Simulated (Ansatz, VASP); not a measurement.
**InSb: VASP beside Ansatz**

INCAR

```
ALGO = Normal
EDIFF = 1E-6
EDIFFG = -0.001
ENCUT = 600
GGA = PE
IBRION = 2
ISIF = 3
ISMEAR = -1
LASPH = T
LCHARG = F
LREAL = F
LWAVE = F
NELM = 60
NSW = 80
PREC = Accurate
SIGMA = 0.15
```

File KPOINTS:

```
k-points
0
Gamma
  12 12 12
```

Contents of POSCAR:

```
InSb
1.0
    0.0000000000      3.3174249935      3.3174249935
    3.3174249935      0.0000000000      3.3174249935
    3.3174249935      3.3174249935      0.0000000000
In Sb
1 1
Direct
    0.0000000000      0.0000000000      0.0000000000
    0.7500000000      0.7500000000      0.7500000000
```

Input for Ansatz:

```yaml
crystal:
  lattice:
    - [0.0, 3.3174249887, 3.3174249887]
    - [3.3174249887, 0.0, 3.3174249887]
    - [3.3174249887, 3.3174249887, 0.0]
  atoms:
    - { symbol: In, position: [0.0, 0.0, 0.0] }
    - { symbol: Sb, position: [0.75, 0.75, 0.75] }
basis:
  ecutwfc: 420
kpoints:
  mp_grid: { grid: [12, 12, 12] }
hamiltonian:
  xc: pbe
scf:
  occupations: { method: fermi_dirac, width: 0.15 }
output:
  forces: true
  stress: true
  eigenvalues: true
relax:
  adjacent_minimum: "off"
  f_tol: 0.001
  max_steps: 60
  cell: { stress_tol: 0.01 }
```

Alike in both runs: task relaxation of cell and atoms; functional PBE; k mesh 12 × 12 × 12; occupations fermi-dirac, width 0.15 eV; no spin polarisation.

|  | VASP | Ansatz |
| --- | --- | --- |
| version | VASP 6.6.1 | Ansatz 0.2.0 |
| potentials or method | VASP PAW PBE potentials, release 64 (In_d, Sb), cutoff 600 eV | scalar-relativistic, plane waves, PAW |
| valence electrons in the cell | 18 | 28 |

```tsv
	VASP	Ansatz	Ansatz less VASP
gap on the k mesh at the Fermi level, each at its own relaxed structure (eV)	none	none	-
relaxed volume (Å³/atom)	36.55	36.55	-0.004
relaxed cell length with the largest relative difference (Å)	4.693	4.693	-0.0002
```

A gap of «none» marks a metal or a gap that the smearing closes. VASP's potentials hold 18 valence electrons a cell and Ansatz's 28, so a difference there can come from the potentials and not from the codes.

Neither program's run includes spin-orbit coupling.
